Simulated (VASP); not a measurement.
# Na8Cl9 (a cell with a defect) in VASP: single point with PBE

Aim: the single point of Na8Cl9 (a cell with a defect) with PBE.

All numbers are computed with VASP 6.6.1; they aren't measurements. Logs are shortened: lines on timing, memory, paths and dates and some standing lists are left out, and cuts for length are marked.

## Step 1: The cell of the first run

The cell holds a defect, 17 atoms: a = 8.040 Å, b = 8.040 Å, c = 8.040 Å, α = 60.00°, β = 60.00°, γ = 60.00°.

## Step 2: Single point, PBE, collinear spin

INCAR reads:

```
PREC = Accurate
ENCUT = 520
EDIFF = 1E-7
ISMEAR = -1
SIGMA = 0.02
LREAL = Auto
LASPH = T
NELM = 150
ALGO = Normal
ISIF = 2
LWAVE = F
LCHARG = F
ISPIN = 2
MAGMOM = 0 0 0 0 0 0 0 0 0 0 0 0 0 0 0 0 1
LORBIT = 11
GGA = PE
NBANDS = 78
```

KPOINTS reads:

```
regular mesh
0
Gamma
  2 2 2
```

POSCAR reads:

```
Na8Cl9
1.0
    0.0000000000      5.6850000000      5.6850000000
    5.6850000000      0.0000000000      5.6850000000
    5.6850000000      5.6850000000      0.0000000000
Na Cl
8 9
Direct
    0.0027743001      0.0040363103      0.0520581802
    0.0012748304      0.0025133443      0.4421172987
    0.0154896652      0.5309409948     -0.0233551848
    0.0036954391      0.4796353181      0.5078743196
    0.5284952962      0.0156762951     -0.0221361491
    0.4775596273      0.0038252630      0.5087706764
    0.5067550926      0.5057270677      0.0201219959
    0.5073961461      0.5063421073      0.4661011129
    0.2569175344      0.2584804022      0.2338217084
    0.2571405390      0.2584075056      0.7500837664
    0.2652294071      0.7475049091      0.2433398000
    0.3383865102      0.6791124117      0.7408636131
    0.7465856589      0.2651700817      0.2438377118
    0.6830773972      0.3341787261      0.7409823247
    0.7577118646      0.7583718076      0.2467910012
    0.7570349439      0.7577659045      0.7376506318
    0.0146457477      0.0096711510      0.7375448929
```

Potentials or basis: VASP PAW PBE potentials, release 64 (Na_pv, Cl).

Command:

```console
> cat potpaw_PBE.64/Na_pv/POTCAR potpaw_PBE.64/Cl/POTCAR > POTCAR
> mpirun -np 1 vasp_std > vasp.out
```

OUTCAR:

```text
PREC = Accurate
   ENCUT = 520
   EDIFF = 1E-7
   ISMEAR = -1
   LREAL = Auto
   LASPH = T
   NELM = 150
   ISIF = 2
   ISPIN = 2
   LORBIT = 11
   GGA = PE

 ion  position               nearest neighbor table
   1  0.003  0.004  0.052-  17 2.46  13 2.60  11 2.61
   2  0.001  0.003  0.442-  17 2.46  13 2.60  11 2.61
   3  0.015  0.531  0.977-
   4  0.004  0.480  0.508-
   5  0.528  0.016  0.978-
   6  0.478  0.004  0.509-
   7  0.507  0.506  0.020-  12 2.62  14 2.63  13 2.64  11 2.65
   8  0.507  0.506  0.466-  12 2.61  14 2.63  13 2.64  11 2.65
   9  0.257  0.258  0.234-
  10  0.257  0.258  0.750-
  11  0.265  0.748  0.243-   1 2.61   2 2.61   8 2.65   7 2.65
  12  0.338  0.679  0.741-   8 2.61   7 2.62  17 2.63
  13  0.747  0.265  0.244-   1 2.60   2 2.60   8 2.64   7 2.64
  14  0.683  0.334  0.741-   8 2.63   7 2.63  17 2.64
  15  0.758  0.758  0.247-
  16  0.757  0.758  0.738-
  17  0.015  0.010  0.738-   1 2.46   2 2.46  12 2.63  14 2.64

  LATTYP: Found a face centered cubic cell.
 ALAT       =    11.3700000000

  Lattice vectors:

 A1 = (   0.0000000000,   5.6850000000,   5.6850000000)
 A2 = (   5.6850000000,   0.0000000000,   5.6850000000)
 A3 = (   5.6850000000,   5.6850000000,   0.0000000000)

Analysis of symmetry for initial positions (statically):
=====================================================================
 Subroutine PRICEL returns:
 Original cell was already a primitive cell.

 Routine SETGRP: Setting up the symmetry group for a
 face centered cubic supercell.

 Subroutine GETGRP returns: Found  1 space group operations
 (whereof  1 operations were pure point group operations)
 out of a pool of 48 trial point group operations.

The static configuration has the point symmetry C_1 .

Analysis of symmetry for dynamics (positions and initial velocities):
=====================================================================
 Subroutine PRICEL returns:
 Original cell was already a primitive cell.

 Routine SETGRP: Setting up the symmetry group for a
 face centered cubic supercell.

 Subroutine GETGRP returns: Found  1 space group operations
 (whereof  1 operations were pure point group operations)
 out of a pool of 48 trial point group operations.

The dynamic configuration has the point symmetry C_1 .

Analysis of structural, dynamic, and magnetic symmetry:
=====================================================================
 Subroutine PRICEL returns:
 Original cell was already a primitive cell.

 Routine SETGRP: Setting up the symmetry group for a
 face centered cubic supercell.

 Subroutine GETGRP returns: Found  1 space group operations
 (whereof  1 operations were pure point group operations)
 out of a pool of 48 trial point group operations.

The overall configuration has the point symmetry C_1 .

 Subroutine INISYM returns: Found  1 space group operations
 (whereof  1 operations are pure point group operations),
 and found     1 'primitive' translations

----------------------------------------------------------------------------------------

                                     Primitive cell

  volume of cell :     367.4696

  direct lattice vectors                    reciprocal lattice vectors
     0.000000000  5.685000000  5.685000000    -0.087950748  0.087950748  0.087950748
     5.685000000  0.000000000  5.685000000     0.087950748 -0.087950748  0.087950748
     5.685000000  5.685000000  0.000000000     0.087950748  0.087950748 -0.087950748

  length of vectors
     8.039804102  8.039804102  8.039804102     0.152335163  0.152335163  0.152335163

  position of ions in fractional coordinates (direct lattice)
     0.002774300  0.004036310  0.052058180
     0.001274830  0.002513344  0.442117299
     0.015489665  0.530940995  0.976644815
     0.003695439  0.479635318  0.507874320
     0.528495296  0.015676295  0.977863851
     0.477559627  0.003825263  0.508770676
[... 9 lines left out ...]
     0.757034944  0.757765904  0.737650632
     0.014645748  0.009671151  0.737544893

  ion indices of the primitive-cell ions
   primitive index   ion index
                 1           1
                 2           2
                 3           3
                 4           4
                 5           5
                 6           6
[... 9 lines left out ...]
                16          16
                17          17

----------------------------------------------------------------------------------------

 KPOINTS: regular mesh

Automatic generation of k-mesh.
 Grid dimensions read from file:
 generate k-points for:    2    2    2

 Generating k-lattice:

  Cartesian coordinates                     Fractional coordinates (reciprocal lattice)
    -0.043975374  0.043975374  0.043975374     0.500000000  0.000000000  0.000000000
     0.043975374 -0.043975374  0.043975374     0.000000000  0.500000000  0.000000000
     0.043975374  0.043975374 -0.043975374     0.000000000  0.000000000  0.500000000

  Length of vectors
     0.076167582  0.076167582  0.076167582

  Shift w.r.t. Gamma in fractional coordinates (k-lattice)
     0.000000000  0.000000000  0.000000000

 Subroutine IBZKPT returns following result:
 ===========================================

 Found      8 irreducible k-points:

 Following reciprocal coordinates:
            Coordinates               Weight
  0.000000  0.000000  0.000000      1.000000
  0.500000  0.000000  0.000000      1.000000
  0.000000  0.500000  0.000000      1.000000
  0.000000  0.000000  0.500000      1.000000
  0.500000  0.500000  0.500000      1.000000
  0.500000  0.500000  0.000000      1.000000
  0.000000  0.500000  0.500000      1.000000
  0.500000  0.000000  0.500000      1.000000
   k-points           NKPTS =      8   k-points in BZ     NKDIM =      8   number of bands    NBANDS=     78
   number of dos      NEDOS =    301   number of ions     NIONS =     17
   total plane-waves  NPLWV = 216000
   dimension x,y,z NGX =    60 NGY =   60 NGZ =   60
   dimension x,y,z NGXF=   120 NGYF=  120 NGZF=  120
   ions per type =               8   9
   NGX,Y,Z   is equivalent  to a cutoff of  12.41, 12.41, 12.41 a.u.
   NGXF,Y,Z  is equivalent  to a cutoff of  24.81, 24.81, 24.81 a.u.
 SYSTEM =  unknown system
   PREC   = accura    normal or accurate (medium, high low for compatibility)
   ISTART =      0    job   : 0-new  1-cont  2-samecut
   ICHARG =      2    charge: 1-file 2-atom 10-const
   ISPIN  =      2    spin polarized calculation?
   LNONCOLLINEAR =      F non collinear calculations
   LSORBIT =      F    spin-orbit coupling
   LASPH  =      T    aspherical Exc in radial PAW
   ENCUT  =  520.0 eV  38.22 Ry    6.18 a.u.  14.95 14.95 14.95*2*pi/ulx,y,z
   NELM   =    150;   NELMIN=  2; NELMDL= -5     # of ELM steps
   EDIFF  = 0.1E-06   stopping-criterion for ELM
   LREAL  =      T    real-space projection
   EDIFFG = 0.1E-05   stopping-criterion for IOM
   NSW    =      0    number of steps for IOM
   IBRION =     -1    ionic relax: 0-MD 1-quasi-New 2-CG
   NFREE  =      0    steps in history (QN), initial steepest desc. (CG)
   ISIF   =      2    stress and relaxation
   ISYM   =      2    0-nonsym 1-usesym 2-fastsym
   POTIM  = 0.5000    time-step for ionic-motion
   TEBEG  =    0.0;   TEEND  =   0.0 temperature during run
   PSTRESS=    0.0 pullay stress
   NELECT =     119.0000    total number of electrons
   NUPDOWN=      -1.0000    fix difference up-down
   EMIN   =  10.00;   EMAX   =-10.00  energy-range for DOS
   EFERMI =   0.00;   METHOD = LEGACY
   ISMEAR =    -1;   SIGMA  =   0.02  broadening in eV -4-tet -1-fermi 0-gaus
   EFERMI_NEDOS =   21; number of points for ismear=-14 and -15
   IALGO  =     38    algorithm
   IMIX   =      4    mixing-type and parameters
     AMIX     =   0.40;   BMIX     =  1.00
     AMIX_MAG =   1.60;   BMIX_MAG =  1.00
  volume/ion in A,a.u.               =      21.62       145.87
  Fermi-wavevector in a.u.,A,eV,Ry     =   1.124217  2.124461 17.195901  1.263863
  Thomas-Fermi vector in A             =   2.260887
   LORBIT       =     11    0 simple, 1 ext, 2 COOP (PROOUT), +10 PAW based schemes
   GGA     = PE    functional components
   LHFCALC =     F    Hartree Fock is set to
   AEXX    =    0.0000 exact exchange contribution
   IVDW    =     0    specifies the selected vdW correction
   LEPSILON=     F    determine dielectric tensor
   LRPA    =     F    only Hartree local field effects (RPA)
 spin polarized calculation
  energy-cutoff  :      520.00
  volume of cell :      367.47
 maximum number of plane-waves:      9922
 NGX is ok and might be reduce to    60
   NGX = 29   NGY = 29   NGZ = 29

 number of electron     119.0000000 magnetization      -0.0000306

 number of electron     119.0000000 magnetization       0.0000008

 Free energy of the ion-electron system (eV)
  ---------------------------------------------------
  ext. energy  EPLUGINS =         0.00000000
  ---------------------------------------------------
  free energy    TOTEN  =       -54.24951105 eV

  energy without entropy =      -54.24951105  energy(sigma->0) =      -54.24951105

 E-fermi :   1.3284     XC(G=0):  -8.3450

 val. band max:        0.8280296218   @ k =   0.5000   0.0000   0.0000
 cond. band min:       2.5610627723   @ k =   0.0000   0.0000   0.0000
 fundamental gap:      1.7330331505
 Fermi energy:         1.3283901286

 spin component 1

 k-point     1 :       0.0000    0.0000    0.0000
  band No.  band energies     occupation
      1     -21.3450      1.00000
      2     -21.3108      1.00000
      3     -21.3081      1.00000
      4     -21.2989      1.00000
      5     -21.2976      1.00000
      6     -21.2969      1.00000
[... 63 lines left out ...]
     70       8.6313      0.00000
     71       9.0694      0.00000
[... 516 lines left out ...]
     70       8.4739      0.00000
     71       8.7872      0.00000
 Fermi energy:         1.3283901286

 spin component 2

 k-point     1 :       0.0000    0.0000    0.0000
  band No.  band energies     occupation
      1     -21.3450      1.00000
      2     -21.3108      1.00000
      3     -21.3081      1.00000
      4     -21.2989      1.00000
      5     -21.2976      1.00000
      6     -21.2969      1.00000
[... 63 lines left out ...]
     70       8.6314      0.00000
     71       9.0694      0.00000
[... 516 lines left out ...]
     70       8.4739      0.00000
     71       8.7872      0.00000
 [bands above 71 left out]

------------------------ aborting loop because EDIFF is reached ----------------------------------------

  FORCE on cell =-STRESS in cart. coord.  units (eV):
  Direction    XX          YY          ZZ          XY          YZ          ZX
  --------------------------------------------------------------------------------------
  -------------------------------------------------------------------------------------
  Total       10.1640683     10.1628571      3.2990956      0.6072619     -0.0048789     -0.0030839
  in kB       44.3156124     44.3103315     14.3841457      2.6476784     -0.0212722     -0.0134457
  external PRESSURE =      34.3366965 kB  Pullay stress =       0.0000000 kB

 VOLUME and BASIS-vectors are now :
 -----------------------------------------------------------------------------
  energy-cutoff  :      520.00
  volume of cell :      367.47
      direct lattice vectors                 reciprocal lattice vectors
     0.000000000  5.685000000  5.685000000    -0.087950748  0.087950748  0.087950748
     5.685000000  0.000000000  5.685000000     0.087950748 -0.087950748  0.087950748
     5.685000000  5.685000000  0.000000000     0.087950748  0.087950748 -0.087950748

 POSITION                                       TOTAL-FORCE (eV/Angst)
 -----------------------------------------------------------------------------------
      0.31890      0.31172      0.03872        -0.025924     -0.025170      0.017534
      2.52773      2.52068      0.02154         0.025339      0.025013      0.020591
      8.57063      5.64028      3.10646         0.008849     -0.010301     -0.007187
      5.61399      2.90827      2.74774         0.025898     -0.022815      0.012492
      5.64828      8.56365      3.09362        -0.011652      0.009237     -0.004716
      2.91411      5.60729      2.73667        -0.021594      0.025338      0.015991
[... 9 lines left out ...]
      8.50144      8.49729      8.61164        -0.001294     -0.002635     -0.000323
      4.24792      4.27620      0.13824         0.000312     -0.004780     -0.003951
 -----------------------------------------------------------------------------------
    total drift:                               -0.000300      0.001299     -0.000524

  FREE ENERGIE OF THE ION-ELECTRON SYSTEM (eV)
  ---------------------------------------------------
  free  energy   TOTEN  =       -54.2495110509 eV

  energy  without entropy=      -54.2495110509  energy(sigma->0) =      -54.24951105

 total charge

# of ion       s       p       d       tot
------------------------------------------
    1        0.058   5.994   0.000   6.052
    2        0.058   5.994   0.000   6.052
    3        0.040   5.976   0.000   6.015
    4        0.040   5.976   0.000   6.015
    5        0.040   5.976   0.000   6.016
    6        0.039   5.976   0.000   6.015
[... 9 lines left out ...]
   16        1.588   3.580   0.000   5.168
   17        1.620   3.509   0.000   5.130
--------------------------------------------------
tot         14.760  79.945   0.000  94.705

 magnetization (x)

# of ion       s       p       d       tot
------------------------------------------
    1       -0.000  -0.000   0.000  -0.000
    2       -0.000  -0.000   0.000  -0.000
    3        0.000  -0.000   0.000   0.000
    4        0.000  -0.000   0.000  -0.000
    5        0.000  -0.000   0.000  -0.000
    6        0.000  -0.000   0.000  -0.000
[... 9 lines left out ...]
   16       -0.000  -0.000   0.000  -0.000
   17        0.000   0.000   0.000   0.000
--------------------------------------------------
tot          0.000   0.000   0.000   0.000
```

Wall time 6 min (1 thread of Intel Xeon 6975P-C (Granite Rapids), shared host); peak memory 0.79 GiB.

Results:

```yaml
Free_energy: -54.2495 eV
Pressure: 3.4 GPa
Largest_force: 0.059 eV/Å
Net_moment: 0.00 μB per cell
Valence_electrons_inside_the_program's_atomic_spheres: Na 6.05, 6.01, 6.02; Cl 5.17, 5.20, 5.12, 5.13
```

Forces on the atoms (eV/Å):
```
Na  -0.026 -0.025  0.018
Na   0.025  0.025  0.021
Na   0.009 -0.010 -0.007
Na   0.026 -0.023  0.012
Na  -0.012  0.009 -0.005
Na  -0.022  0.025  0.016
Na  -0.012 -0.014  0.018
Na   0.013  0.011  0.015
Cl   0.003  0.008 -0.026
Cl  -0.007 -0.005 -0.021
Cl   0.001  0.002  0.006
Cl   0.036 -0.035 -0.023
Cl   0.001  0.000  0.008
Cl  -0.038  0.039 -0.024
Cl   0.003  0.000 -0.004
Cl  -0.001 -0.003  0.000
Cl   0.000 -0.005 -0.004
```

Stress tensor (GPa, compression positive):
```
4.43 0.26 0.00
0.26 4.43 0.00
0.00 0.00 1.44
```

Levels at points of the mesh, in eV from the Fermi level:
Spin up:
| k point | band 57 | band 58 | band 59 | band 60 | band 61 | band 62 |
| --- | --- | --- | --- | --- | --- | --- |
| (0.00, 0.00, 0.00) | -1.84 | -1.69 | -1.59 | 1.23 | 3.42 | 5.46 |
| (0.50, 0.00, 0.00) | -1.64 | -1.46 | -0.96 | -0.50 | 4.84 | 4.87 |
| (0.00, 0.50, 0.00) | -1.64 | -1.46 | -0.96 | -0.50 | 4.84 | 4.87 |
| (0.00, 0.00, 0.50) | -1.82 | -1.72 | -1.26 | 1.23 | 4.65 | 5.12 |
| (0.50, 0.50, 0.50) | -1.82 | -1.72 | -1.26 | 1.23 | 4.65 | 5.12 |
| (0.50, 0.50, 0.00) | -1.83 | -1.45 | -1.16 | 1.23 | 5.24 | 5.40 |
| (0.00, 0.50, 0.50) | -1.73 | -1.35 | -0.96 | -0.50 | 5.31 | 5.36 |
| (0.50, 0.00, 0.50) | -1.73 | -1.35 | -0.96 | -0.50 | 5.31 | 5.36 |
Spin down:
```tsv
k point	band 56	band 57	band 58	band 59	band 60	band 61	band 62	band 63
(0.00, 0.00, 0.00)	-1.85	-1.84	-1.69	-1.59	1.23	3.42	5.46	5.47
(0.50, 0.00, 0.00)	-1.79	-1.64	-1.46	-0.96	-0.50	4.84	4.87	6.22
(0.00, 0.50, 0.00)	-1.79	-1.64	-1.46	-0.96	-0.50	4.84	4.87	6.23
(0.00, 0.00, 0.50)	-1.88	-1.82	-1.72	-1.26	1.23	4.65	5.12	6.06
(0.50, 0.50, 0.50)	-1.88	-1.82	-1.72	-1.26	1.23	4.65	5.12	6.06
(0.50, 0.50, 0.00)	-1.86	-1.83	-1.45	-1.16	1.23	5.24	5.40	6.32
(0.00, 0.50, 0.50)	-1.87	-1.73	-1.35	-0.96	-0.50	5.31	5.36	6.28
(0.50, 0.00, 0.50)	-1.87	-1.73	-1.35	-0.96	-0.50	5.31	5.36	6.28
```

Caveat: the k points lie up to 0.48 Å⁻¹ apart.
